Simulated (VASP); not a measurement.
Input of a VASP 6.6.1 run:

INCAR

```
ALGO     = Normal         # electronic algorithm
EDIFF    = 1E-6           # SCF threshold, eV
ENCUT    = 520            # plane-wave cutoff, eV
GGA      = PE             # functional
ISIF     = 2              # what is computed and relaxed
ISMEAR   = 0              # smearing method
LASPH    = T              # aspherical terms in the spheres
LCHARG   = F              # write CHGCAR
LREAL    = F              # projectors in reciprocal space
LWAVE    = F              # write WAVECAR
NBANDS   = 32             # bands
NELM     = 100            # most SCF steps
PREC     = Accurate       # precision mode
SIGMA    = 0.1            # smearing width, eV
```

Contents of KPOINTS:

```
k-points
0
Gamma
  10 10 10
```

The input POSCAR:

```
Zn4H
1.0
    4.0536904103      0.0000000000      0.0000000000
    0.0000000000      4.0536904103      0.0000000000
    0.0000000000      0.0000000000      4.0536904103
Zn H
4 1
Direct
    0.2652989745      0.2652989745      0.2652989745
    0.7347010255      0.7347010255      0.2652989745
    0.7347010255      0.2652989745      0.7347010255
    0.2652989745      0.7347010255      0.7347010255
    0.0000000000      0.0000000000      0.0000000000
```

Potentials or basis: VASP PAW PBE potentials, release 64 (Zn, H).

Run with:

```sh
$ cat potpaw_PBE.64/Zn/POTCAR potpaw_PBE.64/H/POTCAR > POTCAR
$ mpirun -np 1 vasp_std > vasp.out
```

Q: What does it give for the pressure?

A: 0.3 GPa.
